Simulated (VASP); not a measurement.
# Ta2SiO3 (P-4m2) in VASP: single point with PBE

Aim: the single point of Ta2SiO3 with PBE.

All numbers are computed with VASP 6.6.1; they aren't measurements. Logs are shortened: lines on timing, memory, paths and dates and some standing lists are left out, and cuts for length are marked.

## Step 1: The cell of the first run

It takes space group P-4m2 (No. 115, tetragonal). Conventional cell: a = 3.358 Å, b = 3.358 Å, c = 6.585 Å, α = 90.00°, β = 90.00°, γ = 90.00°. Within 2.8 Å of Ta (site symmetry 2mm) lie 6 O at 2.13 to 2.60 Å and 2 Si at 2.60 Å. Within 3.1 Å of Si (site symmetry -4m2) lie 4 O at 2.37 Å and 4 Ta at 2.60 Å. Within 2.8 Å of O (site symmetry -4m2) lie 4 Ta at 2.13 Å and 4 O at 2.37 Å. O (site symmetry -4m2) has 4 Ta at 2.13 Å and 4 O at 2.37 Å within 2.8 Å. O (site symmetry -4m2) has 4 Si at 2.37 Å and 4 Ta at 2.60 Å within 3.1 Å.

## Step 2: Single point, PBE

INCAR reads:

```
ALGO     = Normal         # electronic algorithm
EDIFF    = 1E-6           # SCF threshold, eV
ENCUT    = 600            # plane-wave cutoff, eV
GGA      = PE             # functional
GGA_COMPAT= F            
ISIF     = 2              # what is computed and relaxed
ISMEAR   = 0              # smearing method
LASPH    = T              # aspherical terms in the spheres
LCHARG   = F              # write CHGCAR
LREAL    = F              # projectors in reciprocal space
LWAVE    = F              # write WAVECAR
NBANDS   = 31             # bands
NELM     = 120            # most SCF steps
PREC     = Accurate       # precision mode
SIGMA    = 0.15           # smearing width, eV
```

KPOINTS reads:

```
k-points
0
Gamma
  3 3 2
```

POSCAR reads:

```
Ta2SiO3
1.0
    3.3580580579      0.0000000000      0.0000000000
    0.0000000000      3.3580580579      0.0000000000
    0.0000000000      0.0000000000      6.5851611347
Ta Si O
2 1 3
Direct
    0.5000000000      0.0000000000      0.6980538241
    0.0000000000      0.5000000000      0.3019461759
    0.0000000000      0.0000000000      0.0000000000
    0.5000000000      0.5000000000      0.5000000000
    0.0000000000      0.0000000000      0.5000000000
    0.5000000000      0.5000000000      0.0000000000
```

Potentials or basis: VASP PAW PBE potentials, release 64 (Ta_pv, Si, O).

Command:

```sh
$ cat potpaw_PBE.64/Ta_pv/POTCAR potpaw_PBE.64/Si/POTCAR potpaw_PBE.64/O/POTCAR > POTCAR
$ mpirun -np 1 vasp_std > vasp.out
```

OUTCAR:

```text
EDIFF = 1E-6
   ENCUT = 600
   GGA = PE
   ISIF = 2
   ISMEAR = 0
   LASPH = T
   LREAL = F
   NELM = 120
   PREC = Accurate

 ion  position               nearest neighbor table
   1  0.500  0.000  0.698-   4 2.13   5 2.13   4 2.13   5 2.13   3 2.60   6 2.60   3 2.60   6 2.60
                             2 3.53   2 3.53   2 3.53   2 3.53
   2  0.000  0.500  0.302-   4 2.13   5 2.13   5 2.13   4 2.13   3 2.60   3 2.60   6 2.60   6 2.60
                             1 3.53   1 3.53   1 3.53   1 3.53
   3  0.000  0.000  0.000-   6 2.37   6 2.37   6 2.37   6 2.37   2 2.60   1 2.60   1 2.60   2 2.60

   4  0.500  0.500  0.500-   1 2.13   2 2.13   1 2.13   2 2.13
   5  0.000  0.000  0.500-   1 2.13   2 2.13   2 2.13   1 2.13
   6  0.500  0.500  0.000-   3 2.37   3 2.37   3 2.37   3 2.37   2 2.60   2 2.60   1 2.60   1 2.60

  LATTYP: Found a simple tetragonal cell.
 ALAT       =     3.3580580579
 C/A-ratio  =     1.9610027644

  Lattice vectors:

 A1 = (   3.3580580579,   0.0000000000,   0.0000000000)
 A2 = (   0.0000000000,   3.3580580579,   0.0000000000)
 A3 = (   0.0000000000,   0.0000000000,   6.5851611347)

Analysis of symmetry for initial positions (statically):
=====================================================================
 Subroutine PRICEL returns:
 Original cell was already a primitive cell.

 Routine SETGRP: Setting up the symmetry group for a
 simple tetragonal supercell.

 Subroutine GETGRP returns: Found  8 space group operations
 (whereof  8 operations were pure point group operations)
 out of a pool of 16 trial point group operations.

The static configuration has the point symmetry D_2d.

Analysis of symmetry for dynamics (positions and initial velocities):
=====================================================================
 Subroutine PRICEL returns:
 Original cell was already a primitive cell.

 Routine SETGRP: Setting up the symmetry group for a
 simple tetragonal supercell.

 Subroutine GETGRP returns: Found  8 space group operations
 (whereof  8 operations were pure point group operations)
 out of a pool of 16 trial point group operations.

The dynamic configuration has the point symmetry D_2d.

 Subroutine INISYM returns: Found  8 space group operations
 (whereof  8 operations are pure point group operations),
 and found     1 'primitive' translations

----------------------------------------------------------------------------------------

                                     Primitive cell

  volume of cell :      74.2579

  direct lattice vectors                    reciprocal lattice vectors
     3.358058058  0.000000000  0.000000000     0.297791159  0.000000000  0.000000000
     0.000000000  3.358058058  0.000000000     0.000000000  0.297791159  0.000000000
     0.000000000  0.000000000  6.585161135     0.000000000  0.000000000  0.151856573

  length of vectors
     3.358058058  3.358058058  6.585161135     0.297791159  0.297791159  0.151856573

  position of ions in fractional coordinates (direct lattice)
     0.500000000  0.000000000  0.698053824
     0.000000000  0.500000000  0.301946176
     0.000000000  0.000000000  0.000000000
     0.500000000  0.500000000  0.500000000
     0.000000000  0.000000000  0.500000000
     0.500000000  0.500000000  0.000000000

  ion indices of the primitive-cell ions
   primitive index   ion index
                 1           1
                 2           2
                 3           3
                 4           4
                 5           5
                 6           6

----------------------------------------------------------------------------------------

 KPOINTS: k-points

Automatic generation of k-mesh.
 Grid dimensions read from file:
 generate k-points for:    3    3    2

 Generating k-lattice:

  Cartesian coordinates                     Fractional coordinates (reciprocal lattice)
     0.099263720  0.000000000  0.000000000     0.333333333  0.000000000  0.000000000
     0.000000000  0.099263720  0.000000000     0.000000000  0.333333333  0.000000000
     0.000000000  0.000000000  0.075928286     0.000000000  0.000000000  0.500000000

  Length of vectors
     0.099263720  0.099263720  0.075928286

  Shift w.r.t. Gamma in fractional coordinates (k-lattice)
     0.000000000  0.000000000  0.000000000

 Subroutine IBZKPT returns following result:
 ===========================================

 Found      6 irreducible k-points:

 Following reciprocal coordinates:
            Coordinates               Weight
  0.000000  0.000000  0.000000      1.000000
  0.333333  0.000000  0.000000      4.000000
  0.333333  0.333333  0.000000      4.000000
  0.000000  0.000000  0.500000      1.000000
  0.333333  0.000000  0.500000      4.000000
  0.333333  0.333333  0.500000      4.000000
   k-points           NKPTS =      6   k-points in BZ     NKDIM =      6   number of bands    NBANDS=     31
   number of dos      NEDOS =    301   number of ions     NIONS =      6
   total plane-waves  NPLWV =  42336
   dimension x,y,z NGX =    28 NGY =   28 NGZ =   54
   dimension x,y,z NGXF=    56 NGYF=   56 NGZF=  108
   ions per type =               2   1   3
   NGX,Y,Z   is equivalent  to a cutoff of  13.86, 13.86, 13.63 a.u.
   NGXF,Y,Z  is equivalent  to a cutoff of  27.72, 27.72, 27.27 a.u.
 SYSTEM =  unknown system
   PREC   = accura    normal or accurate (medium, high low for compatibility)
   ISTART =      0    job   : 0-new  1-cont  2-samecut
   ICHARG =      2    charge: 1-file 2-atom 10-const
   ISPIN  =      1    spin polarized calculation?
   LNONCOLLINEAR =      F non collinear calculations
   LSORBIT =      F    spin-orbit coupling
   LASPH  =      T    aspherical Exc in radial PAW
   ENCUT  =  600.0 eV  44.10 Ry    6.64 a.u.   6.71  6.71 13.15*2*pi/ulx,y,z
   NELM   =    120;   NELMIN=  2; NELMDL= -5     # of ELM steps
   EDIFF  = 0.1E-05   stopping-criterion for ELM
   LREAL  =      F    real-space projection
   EDIFFG = 0.1E-04   stopping-criterion for IOM
   NSW    =      0    number of steps for IOM
   IBRION =     -1    ionic relax: 0-MD 1-quasi-New 2-CG
   NFREE  =      0    steps in history (QN), initial steepest desc. (CG)
   ISIF   =      2    stress and relaxation
   ISYM   =      2    0-nonsym 1-usesym 2-fastsym
   POTIM  = 0.5000    time-step for ionic-motion
   TEBEG  =    0.0;   TEEND  =   0.0 temperature during run
   PSTRESS=    0.0 pullay stress
   NELECT =      44.0000    total number of electrons
   NUPDOWN=      -1.0000    fix difference up-down
   EMIN   =  10.00;   EMAX   =-10.00  energy-range for DOS
   EFERMI =   0.00;   METHOD = LEGACY
   ISMEAR =     0;   SIGMA  =   0.15  broadening in eV -4-tet -1-fermi 0-gaus
   EFERMI_NEDOS =   21; number of points for ismear=-14 and -15
   IALGO  =     38    algorithm
   IMIX   =      4    mixing-type and parameters
     AMIX     =   0.40;   BMIX     =  1.00
     AMIX_MAG =   1.60;   BMIX_MAG =  1.00
  volume/ion in A,a.u.               =      12.38        83.52
  Fermi-wavevector in a.u.,A,eV,Ry     =   1.375028  2.598426 25.724552  1.890701
  Thomas-Fermi vector in A             =   2.500401
   LORBIT       =      0    0 simple, 1 ext, 2 COOP (PROOUT), +10 PAW based schemes
   GGA     = PE    functional components
   LHFCALC =     F    Hartree Fock is set to
   AEXX    =    0.0000 exact exchange contribution
   IVDW    =     0    specifies the selected vdW correction
   LEPSILON=     F    determine dielectric tensor
   LRPA    =     F    only Hartree local field effects (RPA)
 non-spin polarized calculation
 Gauss-broadening in eV      SIGMA  =   0.15
  energy-cutoff  :      600.00
  volume of cell :       74.26
 maximum number of plane-waves:      2490
 NGX is ok and might be reduce to    28
   NGX = 13   NGY = 13   NGZ = 27

 number of electron      43.9999989 magnetization

 Free energy of the ion-electron system (eV)
  ---------------------------------------------------
  ext. energy  EPLUGINS =         0.00000000
  ---------------------------------------------------
  free energy    TOTEN  =       -50.17375544 eV

  energy without entropy =      -50.14624446  energy(sigma->0) =      -50.15999995

 E-fermi :   7.1288     XC(G=0): -11.8764

 val. band max:        6.9568186337   @ k =   0.3333   0.0000   0.0000
 cond. band min:       7.1919007179   @ k =   0.3333   0.0000   0.5000
 fundamental gap:      0.2350820842
 Fermi energy:         7.1287704782

 k-point     1 :       0.0000    0.0000    0.0000
  band No.  band energies     occupation
      1     -29.0362      2.00000
      2     -28.8025      2.00000
      3     -28.7970      2.00000
      4     -28.7970      2.00000
      5     -28.6320      2.00000
      6     -28.6320      2.00000
[... 23 lines left out ...]
     30      11.3684      0.00000
     31      11.5288      0.00000

 k-point     2 :       0.3333    0.0000    0.0000
  band No.  band energies     occupation
      1     -29.0185      2.00000
      2     -28.9293      2.00000
      3     -28.8265      2.00000
      4     -28.7836      2.00000
      5     -28.7652      2.00000
      6     -28.6240      2.00000
[... 23 lines left out ...]
     30      10.7960      0.00000
     31      12.1561      0.00000

 k-point     3 :       0.3333    0.3333    0.0000
  band No.  band energies     occupation
      1     -29.0174      2.00000
      2     -28.9011      2.00000
      3     -28.9005      2.00000
      4     -28.8270      2.00000
      5     -28.8057      2.00000
      6     -28.7372      2.00000
[... 23 lines left out ...]
     30      11.5960      0.00000
     31      11.7174      0.00000

 k-point     4 :       0.0000    0.0000    0.5000
  band No.  band energies     occupation
      1     -29.0251      2.00000
      2     -28.8144      2.00000
      3     -28.7968      2.00000
      4     -28.7968      2.00000
      5     -28.6322      2.00000
      6     -28.6322      2.00000
[... 23 lines left out ...]
     30      10.2791      0.00000
     31      12.8379      0.00000

 k-point     5 :       0.3333    0.0000    0.5000
  band No.  band energies     occupation
      1     -29.0203      2.00000
      2     -28.9294      2.00000
      3     -28.8272      2.00000
      4     -28.7835      2.00000
      5     -28.7624      2.00000
      6     -28.6241      2.00000
[... 23 lines left out ...]
     30      10.9263      0.00000
     31      11.8885      0.00000

 k-point     6 :       0.3333    0.3333    0.5000
  band No.  band energies     occupation
      1     -29.0168      2.00000
      2     -28.9048      2.00000
      3     -28.8985      2.00000
      4     -28.8293      2.00000
      5     -28.8014      2.00000
      6     -28.7382      2.00000
[... 23 lines left out ...]
     30      11.5822      0.00000
     31      12.1738      0.00000

------------------------ aborting loop because EDIFF is reached ----------------------------------------

  FORCE on cell =-STRESS in cart. coord.  units (eV):
  Direction    XX          YY          ZZ          XY          YZ          ZX
  --------------------------------------------------------------------------------------
  -------------------------------------------------------------------------------------
  Total        0.3717597      0.3717597      0.1223776      0.0000000      0.0000000      0.0000000
  in kB        8.0210287      8.0210287      2.6404006      0.0000000      0.0000000      0.0000000
  external PRESSURE =       6.2274860 kB  Pullay stress =       0.0000000 kB

 VOLUME and BASIS-vectors are now :
 -----------------------------------------------------------------------------
  energy-cutoff  :      600.00
  volume of cell :       74.26
      direct lattice vectors                 reciprocal lattice vectors
     3.358058058  0.000000000  0.000000000     0.297791159  0.000000000  0.000000000
     0.000000000  3.358058058  0.000000000     0.000000000  0.297791159  0.000000000
     0.000000000  0.000000000  6.585161135     0.000000000  0.000000000  0.151856573

 POSITION                                       TOTAL-FORCE (eV/Angst)
 -----------------------------------------------------------------------------------
      1.67903      0.00000      4.59680         0.000000     -0.000000      0.008058
      0.00000      1.67903      1.98836        -0.000000     -0.000000     -0.008058
      0.00000      0.00000      0.00000        -0.000000     -0.000000      0.000000
      1.67903      1.67903      3.29258        -0.000000      0.000000      0.000000
      0.00000      0.00000      3.29258        -0.000000     -0.000000      0.000000
      1.67903      1.67903      0.00000        -0.000000      0.000000      0.000000
 -----------------------------------------------------------------------------------
    total drift:                                0.000000      0.000000      0.000000

  FREE ENERGIE OF THE ION-ELECTRON SYSTEM (eV)
  ---------------------------------------------------
  free  energy   TOTEN  =       -50.1737554430 eV

  energy  without entropy=      -50.1462444601  energy(sigma->0) =      -50.15999995
```

Wall time 11 s (1 thread of Intel Xeon 6975P-C (Granite Rapids), shared host); peak memory 0.2 GiB.

Results:

```
Free energy            : -50.1738 eV
Pressure               : 0.6 GPa
Largest force          : 0.008 eV/Å
Band gap on the k mesh : zero (bands 22 and 23 overlap by 0.30 eV)
```

Forces in eV/Å, atoms in the order of the input:
```
Ta   0.000  0.000  0.008
Ta   0.000  0.000 -0.008
Si   0.000  0.000  0.000
O    0.000  0.000  0.000
O    0.000  0.000  0.000
O    0.000  0.000  0.000
```

Caveat: the k points lie up to 0.62 Å⁻¹ apart; spin-orbit coupling is left out, which moves the levels of the heavy elements.
